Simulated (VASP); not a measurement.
# GaH6 (Pm-3m) in VASP: further runs

Runs on GaH6. Level: PBE. Tasks: single point, relaxation of cell and atoms.

All numbers are computed with VASP 6.6.1; they aren't measurements. Logs are shortened: lines on timing, memory, paths and dates and some standing lists are left out, and cuts for length are marked.

**1. The cell of the first run**

The structure is cubic, space group Pm-3m (No. 221). Conventional cell: a = 3.925 Å, b = 3.925 Å, c = 3.925 Å, α = 90.00°, β = 90.00°, γ = 90.00°. Ga (site symmetry m-3m) has 24 H at 2.88 Å and 6 Ga at 3.93 Å within 4.0 Å. Within 2.1 Å of H (site symmetry 4mm) lie 5 H at 1.55 to 1.68 Å.

The cell was built from a structure type or drawn by symmetry, and may not be a known phase.

**2. Single point, PBE**

File INCAR:

```
SYSTEM = GaH6
PREC     = Accurate       ! precision mode
ENCUT    = 520            ! plane-wave cutoff, eV
EDIFF    = 1E-7           ! SCF threshold, eV
ISMEAR   = 0              ! smearing method
SIGMA    = 0.1            ! smearing width, eV
LREAL    = .FALSE.        ! projectors in reciprocal space
LASPH    = .TRUE.         ! aspherical terms in the spheres
NELM     = 80             ! most SCF steps
ALGO     = Normal         ! electronic algorithm
ISIF     = 2              ! what is computed and relaxed
LWAVE    = .FALSE.        ! write WAVECAR
LCHARG   = .TRUE.         ! write CHGCAR
GGA      = PE             ! functional
LELF     = .TRUE.         ! ELF
LVHAR    = .TRUE.       
NBANDS   = 18             ! bands
```

File KPOINTS:

```
Automatic mesh
0
G
  4 4 4
  0 0 0
```

File POSCAR:

```
GaH6
1.0
    3.9250345000      0.0000000000      0.0000000000
    0.0000000000      3.9250345000      0.0000000000
    0.0000000000      0.0000000000      3.9250345000
Ga H
1 6
Direct
    0.0000000000      0.0000000000      0.0000000000
    0.1975000100      0.5000000000      0.5000000000
    0.5000000000      0.1975000100      0.5000000000
    0.8024999900      0.5000000000      0.5000000000
    0.5000000000      0.8024999900      0.5000000000
    0.5000000000      0.5000000000      0.1975000100
    0.5000000000      0.5000000000      0.8024999900
```

Potentials or basis: VASP PAW PBE potentials, release 64 (Ga_d, H).

Run with:

```sh
cat potpaw_PBE.64/Ga_d/POTCAR potpaw_PBE.64/H/POTCAR > POTCAR
mpirun -np 1 vasp_std > vasp.out
```

OUTCAR:

```text
SYSTEM = GaH6
   PREC = Accurate
   ENCUT = 520
   EDIFF = 1E-7
   ISMEAR = 0
   LREAL = .FALSE.
   LASPH = .TRUE.
   NELM = 80
   ISIF = 2
   GGA = PE

 ion  position               nearest neighbor table
   1  0.000  0.000  0.000-
   2  0.198  0.500  0.500-
   3  0.500  0.198  0.500-
   4  0.802  0.500  0.500-
   5  0.500  0.802  0.500-
   6  0.500  0.500  0.198-
   7  0.500  0.500  0.802-

  LATTYP: Found a simple cubic cell.
 ALAT       =     3.9250345000

  Lattice vectors:

 A1 = (   3.9250345000,   0.0000000000,   0.0000000000)
 A2 = (   0.0000000000,   3.9250345000,   0.0000000000)
 A3 = (   0.0000000000,   0.0000000000,   3.9250345000)

Analysis of symmetry for initial positions (statically):
=====================================================================
 Subroutine PRICEL returns:
 Original cell was already a primitive cell.

 Routine SETGRP: Setting up the symmetry group for a
 simple cubic supercell.

 Subroutine GETGRP returns: Found 48 space group operations
 (whereof 48 operations were pure point group operations)
 out of a pool of 48 trial point group operations.

The static configuration has the point symmetry O_h .

Analysis of symmetry for dynamics (positions and initial velocities):
=====================================================================
 Subroutine PRICEL returns:
 Original cell was already a primitive cell.

 Routine SETGRP: Setting up the symmetry group for a
 simple cubic supercell.

 Subroutine GETGRP returns: Found 48 space group operations
 (whereof 48 operations were pure point group operations)
 out of a pool of 48 trial point group operations.

The dynamic configuration has the point symmetry O_h .

 Subroutine INISYM returns: Found 48 space group operations
 (whereof 48 operations are pure point group operations),
 and found     1 'primitive' translations

----------------------------------------------------------------------------------------

                                     Primitive cell

  volume of cell :      60.4687

  direct lattice vectors                    reciprocal lattice vectors
     3.925034500  0.000000000  0.000000000     0.254774831  0.000000000  0.000000000
     0.000000000  3.925034500  0.000000000     0.000000000  0.254774831  0.000000000
     0.000000000  0.000000000  3.925034500     0.000000000  0.000000000  0.254774831

  length of vectors
     3.925034500  3.925034500  3.925034500     0.254774831  0.254774831  0.254774831

  position of ions in fractional coordinates (direct lattice)
     0.000000000  0.000000000  0.000000000
     0.197500010  0.500000000  0.500000000
     0.500000000  0.197500010  0.500000000
     0.802499990  0.500000000  0.500000000
     0.500000000  0.802499990  0.500000000
     0.500000000  0.500000000  0.197500010
     0.500000000  0.500000000  0.802499990

  ion indices of the primitive-cell ions
   primitive index   ion index
                 1           1
                 2           2
                 3           3
                 4           4
                 5           5
                 6           6
                 7           7

----------------------------------------------------------------------------------------

 KPOINTS: Automatic mesh

Automatic generation of k-mesh.
 Grid dimensions read from file:
 generate k-points for:    4    4    4

 Generating k-lattice:

  Cartesian coordinates                     Fractional coordinates (reciprocal lattice)
     0.063693708  0.000000000  0.000000000     0.250000000  0.000000000  0.000000000
     0.000000000  0.063693708  0.000000000     0.000000000  0.250000000  0.000000000
     0.000000000  0.000000000  0.063693708     0.000000000  0.000000000  0.250000000

  Length of vectors
     0.063693708  0.063693708  0.063693708

  Shift w.r.t. Gamma in fractional coordinates (k-lattice)
     0.000000000  0.000000000  0.000000000

 Subroutine IBZKPT returns following result:
 ===========================================

 Found     10 irreducible k-points:

 Following reciprocal coordinates:
            Coordinates               Weight
  0.000000  0.000000  0.000000      1.000000
  0.250000  0.000000  0.000000      6.000000
  0.500000  0.000000  0.000000      3.000000
  0.250000  0.250000  0.000000     12.000000
  0.500000  0.250000  0.000000     12.000000
  0.500000  0.500000  0.000000      3.000000
  0.250000  0.250000  0.250000      8.000000
  0.500000  0.250000  0.250000     12.000000
  0.500000  0.500000  0.250000      6.000000
  0.500000  0.500000  0.500000      1.000000
   k-points           NKPTS =     10   k-points in BZ     NKDIM =     10   number of bands    NBANDS=     18
   number of dos      NEDOS =    301   number of ions     NIONS =      7
   total plane-waves  NPLWV =  27000
   dimension x,y,z NGX =    30 NGY =   30 NGZ =   30
   dimension x,y,z NGXF=    60 NGYF=   60 NGZF=   60
   ions per type =               1   6
   NGX,Y,Z   is equivalent  to a cutoff of  12.71, 12.71, 12.71 a.u.
   NGXF,Y,Z  is equivalent  to a cutoff of  25.41, 25.41, 25.41 a.u.
 SYSTEM =  GaH6
   PREC   = accura    normal or accurate (medium, high low for compatibility)
   ISTART =      0    job   : 0-new  1-cont  2-samecut
   ICHARG =      2    charge: 1-file 2-atom 10-const
   ISPIN  =      1    spin polarized calculation?
   LNONCOLLINEAR =      F non collinear calculations
   LSORBIT =      F    spin-orbit coupling
   LASPH  =      T    aspherical Exc in radial PAW
   ENCUT  =  520.0 eV  38.22 Ry    6.18 a.u.   7.30  7.30  7.30*2*pi/ulx,y,z
   NELM   =     80;   NELMIN=  2; NELMDL= -5     # of ELM steps
   EDIFF  = 0.1E-06   stopping-criterion for ELM
   LREAL  =      F    real-space projection
   EDIFFG = 0.1E-05   stopping-criterion for IOM
   NSW    =      0    number of steps for IOM
   IBRION =     -1    ionic relax: 0-MD 1-quasi-New 2-CG
   NFREE  =      0    steps in history (QN), initial steepest desc. (CG)
   ISIF   =      2    stress and relaxation
   ISYM   =      2    0-nonsym 1-usesym 2-fastsym
   POTIM  = 0.5000    time-step for ionic-motion
   TEBEG  =    0.0;   TEEND  =   0.0 temperature during run
   PSTRESS=    0.0 pullay stress
   NELECT =      19.0000    total number of electrons
   NUPDOWN=      -1.0000    fix difference up-down
   EMIN   =  10.00;   EMAX   =-10.00  energy-range for DOS
   EFERMI =   0.00;   METHOD = LEGACY
   ISMEAR =     0;   SIGMA  =   0.10  broadening in eV -4-tet -1-fermi 0-gaus
   EFERMI_NEDOS =   21; number of points for ismear=-14 and -15
   IALGO  =     38    algorithm
   IMIX   =      4    mixing-type and parameters
     AMIX     =   0.40;   BMIX     =  1.00
     AMIX_MAG =   1.60;   BMIX_MAG =  1.00
  volume/ion in A,a.u.               =       8.64        58.29
  Fermi-wavevector in a.u.,A,eV,Ry     =   1.112968  2.103204 16.853497  1.238697
  Thomas-Fermi vector in A             =   2.249548
   LORBIT       =      0    0 simple, 1 ext, 2 COOP (PROOUT), +10 PAW based schemes
   GGA     = PE    functional components
   LHFCALC =     F    Hartree Fock is set to
   AEXX    =    0.0000 exact exchange contribution
   IVDW    =     0    specifies the selected vdW correction
   LEPSILON=     F    determine dielectric tensor
   LRPA    =     F    only Hartree local field effects (RPA)
 non-spin polarized calculation
 Gauss-broadening in eV      SIGMA  =   0.10
  energy-cutoff  :      520.00
  volume of cell :       60.47
 maximum number of plane-waves:      1654
 NGX is ok and might be reduce to    30
   NGX = 15   NGY = 15   NGZ = 15

 number of electron      18.9999989 magnetization

 Free energy of the ion-electron system (eV)
  ---------------------------------------------------
  ext. energy  EPLUGINS =         0.00000000
  ---------------------------------------------------
  free energy    TOTEN  =       -16.31221869 eV

  energy without entropy =      -16.30508684  energy(sigma->0) =      -16.30865277

 E-fermi :   1.2195     XC(G=0):  -8.8838

 val. band max:        0.8977125213   @ k =   0.0000   0.0000   0.0000
 cond. band min:       1.2936204910   @ k =   0.5000   0.5000   0.5000
 fundamental gap:      0.3959079697
 Fermi energy:         1.2194810913

 k-point     1 :       0.0000    0.0000    0.0000
  band No.  band energies     occupation
      1     -13.9926      2.00000
      2     -13.9926      2.00000
      3     -13.9668      2.00000
      4     -13.9668      2.00000
      5     -13.9668      2.00000
      6      -9.2635      2.00000
[... 10 lines left out ...]
     17      11.6451      0.00000
     18      12.1513      0.00000

 k-point     2 :       0.2500    0.0000    0.0000
  band No.  band energies     occupation
      1     -13.9915      2.00000
      2     -13.9823      2.00000
      3     -13.9705      2.00000
      4     -13.9705      2.00000
      5     -13.9665      2.00000
      6      -8.7502      2.00000
[... 10 lines left out ...]
     17      12.6307      0.00000
     18      12.6552      0.00000

 k-point     3 :       0.5000    0.0000    0.0000
  band No.  band energies     occupation
      1     -13.9904      2.00000
      2     -13.9743      2.00000
      3     -13.9743      2.00000
      4     -13.9720      2.00000
      5     -13.9661      2.00000
      6      -7.7965      2.00000
[... 10 lines left out ...]
     17      12.9431      0.00000
     18      12.9431      0.00000

 k-point     4 :       0.2500    0.2500    0.0000
  band No.  band energies     occupation
      1     -13.9861      2.00000
      2     -13.9763      2.00000
      3     -13.9761      2.00000
      4     -13.9702      2.00000
      5     -13.9699      2.00000
      6      -8.2412      2.00000
[... 81 lines left out ...]
      4     -13.9745      2.00000
      5     -13.9646      2.00000
      6      -6.8306      2.00000
[... 10 lines left out ...]
     17      11.5986      0.00000
     18      12.7223      0.00000

 k-point     9 :       0.5000    0.5000    0.2500
  band No.  band energies     occupation
      1     -13.9875      2.00000
      2     -13.9792      2.00000
      3     -13.9792      2.00000
      4     -13.9693      2.00000
      5     -13.9585      2.00000
      6      -6.0179      2.00000
[... 10 lines left out ...]
     17      12.3995      0.00000
     18      12.7851      0.00000

 k-point    10 :       0.5000    0.5000    0.5000
  band No.  band energies     occupation
      1     -13.9854      2.00000
      2     -13.9854      2.00000
      3     -13.9854      2.00000
      4     -13.9583      2.00000
      5     -13.9583      2.00000
      6      -5.1229      2.00000
[... 10 lines left out ...]
     17      15.9534      0.00000
     18      15.9534      0.00000

------------------------ aborting loop because EDIFF is reached ----------------------------------------

  FORCE on cell =-STRESS in cart. coord.  units (eV):
  Direction    XX          YY          ZZ          XY          YZ          ZX
  --------------------------------------------------------------------------------------
  -------------------------------------------------------------------------------------
  Total       -3.8692633     -3.8692633     -3.8692633      0.0000000     -0.0000000      0.0000000
  in kB     -102.5199608   -102.5199608   -102.5199608      0.0000000     -0.0000000      0.0000000
  external PRESSURE =    -102.5199608 kB  Pullay stress =       0.0000000 kB

 VOLUME and BASIS-vectors are now :
 -----------------------------------------------------------------------------
  energy-cutoff  :      520.00
  volume of cell :       60.47
      direct lattice vectors                 reciprocal lattice vectors
     3.925034500  0.000000000  0.000000000     0.254774831  0.000000000  0.000000000
     0.000000000  3.925034500  0.000000000     0.000000000  0.254774831  0.000000000
     0.000000000  0.000000000  3.925034500     0.000000000  0.000000000  0.254774831

 POSITION                                       TOTAL-FORCE (eV/Angst)
 -----------------------------------------------------------------------------------
      0.00000      0.00000      0.00000         0.000000     -0.000000      0.000000
      0.77519      1.96252      1.96252        -1.378414     -0.000000      0.000000
      1.96252      0.77519      1.96252         0.000000     -1.378414      0.000000
      3.14984      1.96252      1.96252         1.378414      0.000000      0.000000
      1.96252      3.14984      1.96252         0.000000      1.378414      0.000000
      1.96252      1.96252      0.77519         0.000000     -0.000000     -1.378414
      1.96252      1.96252      3.14984         0.000000      0.000000      1.378414
 -----------------------------------------------------------------------------------
    total drift:                                0.000000      0.000000      0.000000

  FREE ENERGIE OF THE ION-ELECTRON SYSTEM (eV)
  ---------------------------------------------------
  free  energy   TOTEN  =       -16.3122186874 eV

  energy  without entropy=      -16.3050868437  energy(sigma->0) =      -16.30865277
```

Wall time 21 s (1 thread of Intel Xeon 8259CL, shared host); peak memory 0.17 GiB.

Results:

* Free energy: -16.3122 eV
* Pressure: -10.3 GPa
* Largest force: 1.378 eV/Å
* Band gap on the k mesh: zero (an odd number of electrons rules out a gap without spin polarisation)

Forces on the atoms (eV/Å):
```
Ga   0.000  0.000  0.000
H   -1.378  0.000  0.000
H    0.000 -1.378  0.000
H    1.378  0.000  0.000
H    0.000  1.378  0.000
H    0.000  0.000 -1.378
H    0.000  0.000  1.378
```

Caveat: the k points lie up to 0.40 Å⁻¹ apart, too coarse for converged energies and pressures of a metal; forces of over 1 eV/Å act on the atoms, so gaps and moduli don't describe the material at rest.

[end of part 1 of 2]
